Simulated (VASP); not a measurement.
**RbBr: single point with r2SCAN**

Crystal: RbBr.

```xyz
2
Lattice="0.0519 3.4608 3.4608 3.4608 0.0519 3.4608 3.5127 3.5127 0.0000" Properties=species:S:1:pos:R:3 pbc="T T T"
Rb    0.0000    0.0000    0.0000
Br    3.5127    3.5127    3.4608
```

This cell differs from its parent crystal: shear xy strain +3.0%.

```yaml
Program: VASP 6.6.1
Task: single point
Functional: r2SCAN
Potentials_or_basis: VASP PAW PBE potentials, release 64 (Rb_sv, Br)
Cutoff: 520 eV
k_mesh: 6 × 6 × 6
Occupations: gaussian, width 0.01 eV
Spin: no spin polarisation
Dipole_correction: no
Further_INCAR_settings: ALGO = Normal; EDIFF = 1e-07; NBANDS = 15
```

```yaml
Pressure: 0.0 GPa
Band_gap_on_the_k_mesh: 4.87 eV
```

Stress tensor (GPa, compression positive):
```
 0.04 -0.12  0.00
-0.12  0.04  0.00
 0.00  0.00  0.04
```

Levels at points of the mesh, in eV from the valence-band top:
```
           k point  band 6  band 7  band 8  band 9  band 10  band 11
(0.00, 0.00, 0.00)   -0.05   -0.03    0.00    4.87     7.73     7.85
(0.50, 0.00, 0.00)   -0.94   -0.39   -0.35    7.19     8.19    10.06
(0.50, 0.50, 0.00)   -0.50   -0.21   -0.15    6.07     7.81     9.54
(0.00, 0.00, 0.50)   -0.95   -0.35   -0.31    7.19     8.10     9.99
(0.50, 0.00, 0.50)   -0.50   -0.18   -0.18    6.07     7.81     9.54
```

It took 3.5 min on 1 thread of Intel(R) Xeon(R) Platinum 8488C (Sapphire Rapids), with other jobs on the host, peak memory 0.26 GiB.

Caveat: the cell differs from its parent crystal (shear xy strain +3.0%); the PAW data sets were made with another functional, which shifts forces and pressure a little.
